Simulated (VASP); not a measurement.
# Bi (P6_3/mmc) in VASP: further runs, part 2 of 2

VASP 6.6.1. Earlier steps stand in the parts before.

### 3 Relaxation of cell and atoms, PBEsol

This run uses another cell than the first one, of 34.95 Å³/atom, 1.174 times its volume.

INCAR

```
SYSTEM = Bi
ALGO = Normal
EDIFF = 1E-7
EDIFFG = -0.03
ENCUT = 500
GGA = PS
GGA_COMPAT = .False.
IBRION = 2
ISIF = 3
ISMEAR = 1
LASPH = .True.
LCHARG = .False.
LREAL = .False.
LWAVE = .False.
NELM = 120
NELMIN = 4
NSW = 80
PREC = Accurate
SIGMA = 0.05
```

KPOINTS

```
k-points
0
Gamma
  6 6 4
  0 0 0
```

POSCAR

```
Bi
1.0
    3.6700000000      0.0000000000      0.0000000000
   -1.8350000000      3.1783132319      0.0000000000
    0.0000000000      0.0000000000      5.9931100000
Bi
2
Direct
    0.3333333333      0.6666666667      0.2500000000
    0.6666666667      0.3333333333      0.7500000000
```

Potentials or basis: VASP PAW PBE potentials, release 64 (Bi_d).

The run is started by

```console
cat potpaw_PBE.64/Bi_d/POTCAR > POTCAR
mpirun -np 1 vasp_std > vasp.out
```

OUTCAR:

```text
SYSTEM = Bi
   EDIFF = 1E-7
   EDIFFG = -0.03
   ENCUT = 500
   GGA = PS
   IBRION = 2
   ISIF = 3
   ISMEAR = 1
   LASPH = .True.
   LREAL = .False.
   NELM = 120
   NELMIN = 4
   NSW = 80
   PREC = Accurate

 ion  position               nearest neighbor table
   1  0.333  0.667  0.250-   2 3.67   2 3.67   2 3.67   2 3.67   2 3.67   2 3.67
   2  0.667  0.333  0.750-   1 3.67   1 3.67   1 3.67   1 3.67   1 3.67   1 3.67

  LATTYP: Found a hexagonal cell.
 ALAT       =     3.6700000000
 C/A-ratio  =     1.6330000000

  Lattice vectors:

 A1 = (   3.6700000000,   0.0000000000,   0.0000000000)
 A2 = (  -1.8350000000,   3.1783132319,   0.0000000000)
 A3 = (   0.0000000000,   0.0000000000,   5.9931100000)

Analysis of symmetry for initial positions (statically):
=====================================================================
 Subroutine PRICEL returns:
 Original cell was already a primitive cell.

 Routine SETGRP: Setting up the symmetry group for a
 hexagonal supercell.

 Subroutine GETGRP returns: Found 24 space group operations
 (whereof 12 operations were pure point group operations)
 out of a pool of 24 trial point group operations.

The static configuration has the point symmetry D_3d.
 The point group associated with its full space group is D_6h.

Analysis of symmetry for dynamics (positions and initial velocities):
=====================================================================
 Subroutine PRICEL returns:
 Original cell was already a primitive cell.

 Routine SETGRP: Setting up the symmetry group for a
 hexagonal supercell.

 Subroutine GETGRP returns: Found 24 space group operations
 (whereof 12 operations were pure point group operations)
 out of a pool of 24 trial point group operations.

The dynamic configuration has the point symmetry D_3d.
 The point group associated with its full space group is D_6h.

 Subroutine INISYM returns: Found 24 space group operations
 (whereof 12 operations are pure point group operations),
 and found     1 'primitive' translations

----------------------------------------------------------------------------------------

                                     Primitive cell

  volume of cell :      69.9061

  direct lattice vectors                    reciprocal lattice vectors
     3.670000000  0.000000000  0.000000000     0.272479564  0.157316150  0.000000000
    -1.835000000  3.178313232  0.000000000     0.000000000  0.314632299  0.000000000
     0.000000000  0.000000000  5.993110000     0.000000000  0.000000000  0.166858276

  length of vectors
     3.670000000  3.670000000  5.993110000     0.314632299  0.314632299  0.166858276

  position of ions in fractional coordinates (direct lattice)
     0.333333333  0.666666667  0.250000000
     0.666666667  0.333333333  0.750000000

  ion indices of the primitive-cell ions
   primitive index   ion index
                 1           1
                 2           2

----------------------------------------------------------------------------------------

 KPOINTS: k-points

Automatic generation of k-mesh.
 Grid dimensions read from file:
 generate k-points for:    6    6    4

 Generating k-lattice:

  Cartesian coordinates                     Fractional coordinates (reciprocal lattice)
     0.045413261  0.026219358  0.000000000     0.166666667 -0.000000000  0.000000000
     0.000000000  0.052438717  0.000000000     0.000000000  0.166666667  0.000000000
     0.000000000  0.000000000  0.041714569     0.000000000  0.000000000  0.250000000

  Length of vectors
     0.052438717  0.052438717  0.041714569

  Shift w.r.t. Gamma in fractional coordinates (k-lattice)
     0.000000000  0.000000000  0.000000000

 Subroutine IBZKPT returns following result:
 ===========================================

 Found     21 irreducible k-points:

 Following reciprocal coordinates:
            Coordinates               Weight
  0.000000  0.000000  0.000000      1.000000
  0.166667 -0.000000  0.000000      6.000000
  0.333333 -0.000000  0.000000      6.000000
  0.500000  0.000000  0.000000      3.000000
  0.166667  0.166667  0.000000      6.000000
  0.333333  0.166667  0.000000     12.000000
[... 13 lines left out ...]
  0.333333  0.166667  0.500000     12.000000
  0.333333  0.333333  0.500000      2.000000
   k-points           NKPTS =     21   k-points in BZ     NKDIM =     21   number of bands    NBANDS=     19
   number of dos      NEDOS =    301   number of ions     NIONS =      2
   total plane-waves  NPLWV =  37632
   dimension x,y,z NGX =    28 NGY =   28 NGZ =   48
   dimension x,y,z NGXF=    56 NGYF=   56 NGZF=   96
   ions per type =               2
   NGX,Y,Z   is equivalent  to a cutoff of  12.68, 12.68, 13.31 a.u.
   NGXF,Y,Z  is equivalent  to a cutoff of  25.37, 25.37, 26.63 a.u.
 SYSTEM =  Bi
   PREC   = accura    normal or accurate (medium, high low for compatibility)
   ISTART =      0    job   : 0-new  1-cont  2-samecut
   ICHARG =      2    charge: 1-file 2-atom 10-const
   ISPIN  =      1    spin polarized calculation?
   LNONCOLLINEAR =      F non collinear calculations
   LSORBIT =      F    spin-orbit coupling
   LASPH  =      T    aspherical Exc in radial PAW
   ENCUT  =  500.0 eV  36.75 Ry    6.06 a.u.   6.69  6.69 10.93*2*pi/ulx,y,z
   NELM   =    120;   NELMIN=  4; NELMDL= -5     # of ELM steps
   EDIFF  = 0.1E-06   stopping-criterion for ELM
   LREAL  =      F    real-space projection
   EDIFFG = -.3E-01   stopping-criterion for IOM
   NSW    =     80    number of steps for IOM
   IBRION =      2    ionic relax: 0-MD 1-quasi-New 2-CG
   NFREE  =      1    steps in history (QN), initial steepest desc. (CG)
   ISIF   =      3    stress and relaxation
   ISYM   =      2    0-nonsym 1-usesym 2-fastsym
   POTIM  = 0.5000    time-step for ionic-motion
   TEBEG  =    0.0;   TEEND  =   0.0 temperature during run
   PSTRESS=    0.0 pullay stress
   NELECT =      30.0000    total number of electrons
   NUPDOWN=      -1.0000    fix difference up-down
   EMIN   =  10.00;   EMAX   =-10.00  energy-range for DOS
   EFERMI =   0.00;   METHOD = LEGACY
   ISMEAR =     1;   SIGMA  =   0.05  broadening in eV -4-tet -1-fermi 0-gaus
   EFERMI_NEDOS =   21; number of points for ismear=-14 and -15
   IALGO  =     38    algorithm
   IMIX   =      4    mixing-type and parameters
     AMIX     =   0.40;   BMIX     =  1.00
     AMIX_MAG =   1.60;   BMIX_MAG =  1.00
  volume/ion in A,a.u.               =      34.95       235.87
  Fermi-wavevector in a.u.,A,eV,Ry     =   1.234839  2.333507 20.746527  1.524827
  Thomas-Fermi vector in A             =   2.369513
   LORBIT       =      0    0 simple, 1 ext, 2 COOP (PROOUT), +10 PAW based schemes
   GGA     = PS    functional components
   LHFCALC =     F    Hartree Fock is set to
   AEXX    =    0.0000 exact exchange contribution
   IVDW    =     0    specifies the selected vdW correction
   LEPSILON=     F    determine dielectric tensor
   LRPA    =     F    only Hartree local field effects (RPA)
 conjugate gradient relaxation of ions
 non-spin polarized calculation
 Methfessel and Paxton  Order N= 1 SIGMA  =   0.05
  energy-cutoff  :      500.00
  volume of cell :       69.91
 maximum number of plane-waves:      1798
 NGX is ok and might be reduce to    28
   NGX = 13   NGY = 13   NGZ = 21

--------------------------------------- Ionic step        1  -------------------------------------------

 number of electron      30.0000003 magnetization

 Free energy of the ion-electron system (eV)
  ---------------------------------------------------
  ext. energy  EPLUGINS =         0.00000000
  ---------------------------------------------------
  free energy    TOTEN  =        -8.27896212 eV

  energy without entropy =       -8.27844371  energy(sigma->0) =       -8.27878932

 E-fermi :   6.5822     XC(G=0):  -9.9004

 val. band max:        6.5721667011   @ k =   0.1667  -0.0000   0.0000
 cond. band min:       6.7458994786   @ k =   0.5000   0.0000   0.0000
 fundamental gap:      0.1737327775
 Fermi energy:         6.5822373666

 k-point     1 :       0.0000    0.0000    0.0000
  band No.  band energies     occupation
      1     -16.5012      2.00000
      2     -16.5012      2.00000
      3     -16.4981      2.00000
      4     -16.4959      2.00000
      5     -16.4959      2.00000
      6     -16.4893      2.00000
[... 11 lines left out ...]
     18      10.7220      0.00000
     19      12.8909      0.00000
[... 651 lines left out ...]
  energy  without entropy=       -8.5453615138  energy(sigma->0) =       -8.54541793

--------------------------------------- Ionic step        7  -------------------------------------------

 number of electron      29.9999996 magnetization

 Free energy of the ion-electron system (eV)
  ---------------------------------------------------
  ext. energy  EPLUGINS =         0.00000000
  ---------------------------------------------------
  free energy    TOTEN  =        -8.54553309 eV

  energy without entropy =       -8.54543353  energy(sigma->0) =       -8.54549990

 E-fermi :   8.7115     XC(G=0): -10.6472

 val. band max:        8.5466967953   @ k =   0.5000   0.0000   0.0000
 cond. band min:       8.7407130332   @ k =   0.1667   0.1667   0.5000
 fundamental gap:      0.1940162378
 Fermi energy:         8.7115473909

 k-point     1 :       0.0000    0.0000    0.0000
  band No.  band energies     occupation
      1     -14.6832      2.00000
      2     -14.6801      2.00000
      3     -14.6801      2.00000
      4     -14.6708      2.00000
      5     -14.6708      2.00000
      6     -14.6700      2.00000
[... 11 lines left out ...]
     18      13.7507      0.00000
     19      15.9007      0.00000
[... 467 lines left out ...]
  FREE ENERGIE OF THE ION-ELECTRON SYSTEM (eV)
  ---------------------------------------------------
  free  energy   TOTEN  =        -8.5455330896 eV

  energy  without entropy=       -8.5454335282  energy(sigma->0) =       -8.54549990

 reached required accuracy - stopping structural energy minimisation
```

OSZICAR:

```text
N       E                     dE             d eps       ncg     rms          rms(c)
DAV:   1     0.287323632839E+03    0.28732E+03   -0.16089E+04   798   0.183E+03
DAV:   2     0.137663164743E+02   -0.27356E+03   -0.26898E+03   810   0.444E+02
DAV:   3    -0.759223421360E+01   -0.21359E+02   -0.20992E+02   945   0.148E+02
[... 65 lines left out ...]
DAV:   4    -0.854552872568E+01   -0.77667E-05   -0.16791E-04   840   0.139E-01    0.121E-02
DAV:   5    -0.854553387266E+01   -0.51470E-05   -0.49118E-05   868   0.685E-02    0.744E-03
DAV:   6    -0.854553205429E+01    0.18184E-05   -0.30614E-06   958   0.247E-02    0.177E-03
DAV:   7    -0.854553312860E+01   -0.10743E-05   -0.10726E-06   630   0.503E-03    0.407E-04
DAV:   8    -0.854553308955E+01    0.39046E-07   -0.30375E-08   402   0.269E-03
   7 F= -.85455331E+01 E0= -.85454999E+01  d E =-.869540E-04
```

It took 73 s on 1 thread of AMD EPYC 9R45 (Zen 5), shared host; peak memory 0.17 GiB.

What came out:

- Free energy: -8.5455 eV
- Relaxed volume: 29.82 Å³/atom
- Relaxed cell: a = 3.447 Å, b = 3.447 Å, c = 5.796 Å, α = 90.00°, β = 90.00°, γ = 120.00°
- Space group after relaxing (to 0.05 Å): P6_3/mmc (No. 194)
- Energy gained by relaxing: 133.3 meV/atom
- Ionic steps: 7
- Pressure after relaxing: -0.1 GPa
- Band gap on the k mesh: zero (band 15 reaches 12.94 eV, above the bottom of band 16 at 5.37 eV)

Step by step:
| step | energy change (eV) | largest force (eV/Å) | pressure (GPa) | volume (Å³) |
| --- | --- | --- | --- | --- |
| 1 | 0.0000 | 0.0000 | -6.90 | 69.91 |
| 2 | -0.2114 | 0.0000 | 4.89 | 55.75 |
| 3 | -0.2636 | 0.0000 | 0.01 | 59.52 |
| 4 | -0.2635 | 0.0000 | 0.22 | 59.33 |
| 5 | -0.2665 | 0.0000 | 0.22 | 59.31 |
| 6 | -0.2665 | 0.0000 | 0.22 | 59.31 |
| 7 | -0.2666 | 0.0000 | -0.13 | 59.64 |

Final structure:
```
Bi
1.0
     3.44678    0.00000    0.00000
    -1.72339    2.98500    0.00000
     0.00000    0.00000    5.79644
Bi
2
Direct
  0.33333 0.66667 0.25000
  0.66667 0.33333 0.75000
```

Levels at points of the mesh, in eV from the Fermi level:
```tsv
k point	band 11	band 12	band 13	band 14	band 15	band 16	band 17	band 18	band 19
(0.00, 0.00, 0.00)	-14.27	-11.41	-5.93	3.50	3.50	4.52	5.04	5.04	7.19
(0.50, 0.00, 0.00)	-11.20	-10.15	-5.06	-3.69	-2.37	-0.16	0.23	3.17	4.67
(0.00, 0.00, 0.50)	-13.22	-13.22	-1.72	-1.72	4.23	4.23	4.23	4.23	8.01
(0.50, 0.00, 0.50)	-10.61	-10.61	-5.45	-5.45	1.10	1.10	1.40	1.40	5.26
```

Caveat: the PAW data sets were made with another functional, which shifts forces and pressure a little; spin-orbit coupling is left out, which moves the levels of the heavy elements.
